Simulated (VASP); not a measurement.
# InP (Fm-3m) in VASP: a series of runs, part 2 of 3

VASP 6.6.1.

### 3 Electric field gradients, PBE (volume scaled by 0.9405)

INCAR reads:

```
PREC = Accurate
ENCUT = 520
EDIFF = 1E-8
ISMEAR = -1
SIGMA = 0.03
LREAL = False
LASPH = True
NELM = 60
ALGO = Normal
ISIF = 2
LWAVE = False
LCHARG = False
GGA = PE
LEFG = True
NBANDS = 16
```

KPOINTS reads:

```
Automatic mesh
0
Gamma
  11 11 11
```

POSCAR reads:

```
InP
1.0
    0.0000000000      2.7972141245      2.7972141245
    2.7972141245      0.0000000000      2.7972141245
    2.7972141245      2.7972141245      0.0000000000
In P
1 1
Direct
    0.0000000000      0.0000000000      0.0000000000
    0.5000000000      0.5000000000      0.5000000000
```

Potentials or basis: VASP PAW PBE potentials, release 64 (In_d, P).

Command:

```console
cat potpaw_PBE.64/In_d/POTCAR potpaw_PBE.64/P/POTCAR > POTCAR
mpirun -np 1 vasp_std > vasp.out
```

OUTCAR:

```text
PREC = Accurate
   ENCUT = 520
   EDIFF = 1E-8
   ISMEAR = -1
   LREAL = False
   LASPH = True
   NELM = 60
   ISIF = 2
   GGA = PE

 ion  position               nearest neighbor table
   1  0.000  0.000  0.000-   2 2.80   2 2.80   2 2.80   2 2.80   2 2.80   2 2.80
   2  0.500  0.500  0.500-   1 2.80   1 2.80   1 2.80   1 2.80   1 2.80   1 2.80

  LATTYP: Found a face centered cubic cell.
 ALAT       =     5.5944282490

  Lattice vectors:

 A1 = (   0.0000000000,   2.7972141245,   2.7972141245)
 A2 = (   2.7972141245,   0.0000000000,   2.7972141245)
 A3 = (   2.7972141245,   2.7972141245,   0.0000000000)

Analysis of symmetry for initial positions (statically):
=====================================================================
 Subroutine PRICEL returns:
 Original cell was already a primitive cell.

 Routine SETGRP: Setting up the symmetry group for a
 face centered cubic supercell.

 Subroutine GETGRP returns: Found 48 space group operations
 (whereof 48 operations were pure point group operations)
 out of a pool of 48 trial point group operations.

The static configuration has the point symmetry O_h .

Analysis of symmetry for dynamics (positions and initial velocities):
=====================================================================
 Subroutine PRICEL returns:
 Original cell was already a primitive cell.

 Routine SETGRP: Setting up the symmetry group for a
 face centered cubic supercell.

 Subroutine GETGRP returns: Found 48 space group operations
 (whereof 48 operations were pure point group operations)
 out of a pool of 48 trial point group operations.

The dynamic configuration has the point symmetry O_h .

 Subroutine INISYM returns: Found 48 space group operations
 (whereof 48 operations are pure point group operations),
 and found     1 'primitive' translations

----------------------------------------------------------------------------------------

                                     Primitive cell

  volume of cell :      43.7731

  direct lattice vectors                    reciprocal lattice vectors
     0.000000000  2.797214124  2.797214124    -0.178749276  0.178749276  0.178749276
     2.797214124  0.000000000  2.797214124     0.178749276 -0.178749276  0.178749276
     2.797214124  2.797214124  0.000000000     0.178749276  0.178749276 -0.178749276

  length of vectors
     3.955858152  3.955858152  3.955858152     0.309602828  0.309602828  0.309602828

  position of ions in fractional coordinates (direct lattice)
     0.000000000  0.000000000  0.000000000
     0.500000000  0.500000000  0.500000000

  ion indices of the primitive-cell ions
   primitive index   ion index
                 1           1
                 2           2

----------------------------------------------------------------------------------------

 KPOINTS: Automatic mesh

Automatic generation of k-mesh.
 Grid dimensions read from file:
 generate k-points for:   11   11   11

 Generating k-lattice:

  Cartesian coordinates                     Fractional coordinates (reciprocal lattice)
[... 64 lines left out ...]
   IBRION =     -1    ionic relax: 0-MD 1-quasi-New 2-CG
   NFREE  =      0    steps in history (QN), initial steepest desc. (CG)
   ISIF   =      2    stress and relaxation
   ISYM   =      2    0-nonsym 1-usesym 2-fastsym
   POTIM  = 0.5000    time-step for ionic-motion
   TEBEG  =    0.0;   TEEND  =   0.0 temperature during run
   PSTRESS=    0.0 pullay stress
   NELECT =      18.0000    total number of electrons
   NUPDOWN=      -1.0000    fix difference up-down
   EMIN   =  10.00;   EMAX   =-10.00  energy-range for DOS
   EFERMI =   0.00;   METHOD = LEGACY
   ISMEAR =    -1;   SIGMA  =   0.03  broadening in eV -4-tet -1-fermi 0-gaus
   EFERMI_NEDOS =   21; number of points for ismear=-14 and -15
   IALGO  =     38    algorithm
   IMIX   =      4    mixing-type and parameters
     AMIX     =   0.40;   BMIX     =  1.00
     AMIX_MAG =   1.60;   BMIX_MAG =  1.00
  volume/ion in A,a.u.               =      21.89       147.70
  Fermi-wavevector in a.u.,A,eV,Ry     =   1.217391  2.300535 20.164378  1.482040
  Thomas-Fermi vector in A             =   2.352713
   LORBIT       =      0    0 simple, 1 ext, 2 COOP (PROOUT), +10 PAW based schemes
   GGA     = PE    functional components
   LHFCALC =     F    Hartree Fock is set to
   AEXX    =    0.0000 exact exchange contribution
   IVDW    =     0    specifies the selected vdW correction
   LEPSILON=     F    determine dielectric tensor
   LRPA    =     F    only Hartree local field effects (RPA)
 non-spin polarized calculation
  energy-cutoff  :      520.00
  volume of cell :       43.77
 maximum number of plane-waves:      1243
 NGX is ok and might be reduce to    30
   NGX = 15   NGY = 15   NGZ = 15

 number of electron      18.0000004 magnetization

 Free energy of the ion-electron system (eV)
  ---------------------------------------------------
  ext. energy  EPLUGINS =         0.00000000
  ---------------------------------------------------
  free energy    TOTEN  =        -7.91335178 eV

  energy without entropy =       -7.91135152  energy(sigma->0) =       -7.91235165

 E-fermi :   6.6497     XC(G=0): -10.2559

 val. band max:        6.6444253401   @ k =  -0.0909   0.0909   0.0000
 cond. band min:       6.6891961778   @ k =   0.3636   0.0000   0.0000
 fundamental gap:      0.0447708378
 Fermi energy:         6.6497179451

 k-point     1 :       0.0000    0.0000    0.0000
  band No.  band energies     occupation
      1      -7.5096      2.00000
      2      -7.5096      2.00000
      3      -7.4916      2.00000
      4      -7.4916      2.00000
      5      -7.4916      2.00000
      6      -5.1222      2.00000
[... 433 lines left out ...]
      3      -7.4888      2.00000
      4      -7.4591      2.00000
      5      -7.4470      2.00000
      6      -4.0899      2.00000
[... 8 lines left out ...]
     15      16.7237      0.00000
     16      17.6373      0.00000

 [... further k-points ...]
[... 5 lines left out ...]
  --------------------------------------------------------------------------------------
  -------------------------------------------------------------------------------------
  Total       -0.5755096     -0.5755096     -0.5755096      0.0000000      0.0000000     -0.0000000
  in kB      -21.0647364    -21.0647364    -21.0647364      0.0000000      0.0000000     -0.0000000
  external PRESSURE =     -21.0647364 kB  Pullay stress =       0.0000000 kB

 VOLUME and BASIS-vectors are now :
 -----------------------------------------------------------------------------
  energy-cutoff  :      520.00
  volume of cell :       43.77
      direct lattice vectors                 reciprocal lattice vectors
     0.000000000  2.797214124  2.797214124    -0.178749276  0.178749276  0.178749276
     2.797214124  0.000000000  2.797214124     0.178749276 -0.178749276  0.178749276
     2.797214124  2.797214124  0.000000000     0.178749276  0.178749276 -0.178749276

 POSITION                                       TOTAL-FORCE (eV/Angst)
 -----------------------------------------------------------------------------------
      0.00000      0.00000      0.00000         0.000000     -0.000000     -0.000000
      2.79721      2.79721      2.79721        -0.000000      0.000000      0.000000
 -----------------------------------------------------------------------------------
    total drift:                               -0.000000      0.000000      0.000000

  FREE ENERGIE OF THE ION-ELECTRON SYSTEM (eV)
  ---------------------------------------------------
  free  energy   TOTEN  =        -7.9133517752 eV

  energy  without entropy=       -7.9113515181  energy(sigma->0) =       -7.91235165

 Electric field gradients (V/A^2)
---------------------------------------------------------------------
 ion       V_xx      V_yy      V_zz      V_xy      V_xz      V_yz
---------------------------------------------------------------------
   1      -0.000    -0.000     0.000     0.001     0.001     0.001
   2      -0.000     0.000     0.000    -0.000    -0.000    -0.000
---------------------------------------------------------------------

 Electric field gradients after diagonalization (V/A^2)
 (convention: |V_zz| > |V_xx| > |V_yy|)
----------------------------------------------------------------------
 ion       V_xx      V_yy      V_zz     asymmetry (V_yy - V_xx)/ V_zz
----------------------------------------------------------------------
   1      -0.001    -0.001     0.003       0.000
   2       0.000     0.000    -0.001       0.000
----------------------------------------------------------------------

           NMR quadrupolar parameters

 Cq : quadrupolar parameter    Cq=e*Q*V_zz/h
 eta: asymmetry parameters     (V_yy - V_xx)/ V_zz
 Q  : nuclear electric quadrupole moment in mb (millibarn)
----------------------------------------------------------------------
 ion       Cq(MHz)       eta       Q (mb)
----------------------------------------------------------------------
   1       0.000       0.000       1.000
   2      -0.000       0.000       1.000
----------------------------------------------------------------------
```

OSZICAR:

```text
N       E                     dE             d eps       ncg     rms          rms(c)
DAV:   1     0.106933868330E+03    0.10693E+03   -0.84592E+03  1808   0.130E+03
DAV:   2    -0.141903010608E+01   -0.10835E+03   -0.10349E+03  2000   0.302E+02
DAV:   3    -0.805285663548E+01   -0.66338E+01   -0.65731E+01  2360   0.713E+01
DAV:   4    -0.820474618732E+01   -0.15189E+00   -0.15175E+00  2152   0.112E+01
DAV:   5    -0.821270538119E+01   -0.79592E-02   -0.79590E-02  2720   0.229E+00    0.451E+00
DAV:   6    -0.792037197177E+01    0.29233E+00   -0.53164E-01  2672   0.116E+01    0.258E+00
DAV:   7    -0.791331212763E+01    0.70598E-02   -0.69769E-02  2536   0.207E+00    0.114E+00
DAV:   8    -0.791320680078E+01    0.10533E-03   -0.52746E-03  2240   0.841E-01    0.113E-01
DAV:   9    -0.791331509813E+01   -0.10830E-03   -0.27817E-04  2632   0.230E-01    0.736E-02
DAV:  10    -0.791334067269E+01   -0.25575E-04   -0.31605E-05  2584   0.555E-02    0.289E-02
DAV:  11    -0.791335145269E+01   -0.10780E-04   -0.98048E-06  2272   0.275E-02    0.677E-03
DAV:  12    -0.791335188645E+01   -0.43377E-06   -0.81749E-07  2288   0.114E-02    0.439E-03
DAV:  13    -0.791335179284E+01    0.93613E-07   -0.10026E-07  2288   0.304E-03    0.101E-03
DAV:  14    -0.791335177812E+01    0.14718E-07   -0.85993E-09  1856   0.638E-04    0.653E-04
DAV:  15    -0.791335177518E+01    0.29422E-08   -0.65250E-10  1272   0.246E-04
   1 F= -.79133518E+01 E0= -.79123516E+01  d E =-.200026E-02
```

Wall time 31 s (1 thread of Intel Xeon Platinum 8488C (Sapphire Rapids), shared host); peak memory 0.18 GiB.

Results:

| Property | Result |
| --- | --- |
| Free energy | -7.9134 eV |
| Pressure | -2.1 GPa |
| Band gap on the k mesh | zero (band 9 reaches 6.97 eV, above the bottom of band 10 at 4.47 eV) |

Levels at points of the mesh, in eV from the Fermi level:
```
           k point  band 5  band 6  band 7  band 8  band 9  band 10  band 11  band 12  band 13  band 14
(0.00, 0.00, 0.00)  -14.14  -11.77   -0.24   -0.24   -0.24     0.30     7.11     7.11     7.11     8.31
```

Caveat: without QUAD_EFG the Cq values of the log hold for a quadrupole moment of 1 mb, not for the nuclei; spin-orbit coupling is left out, which moves the levels of the heavy elements.

(Part 2 of 3 ends here.)
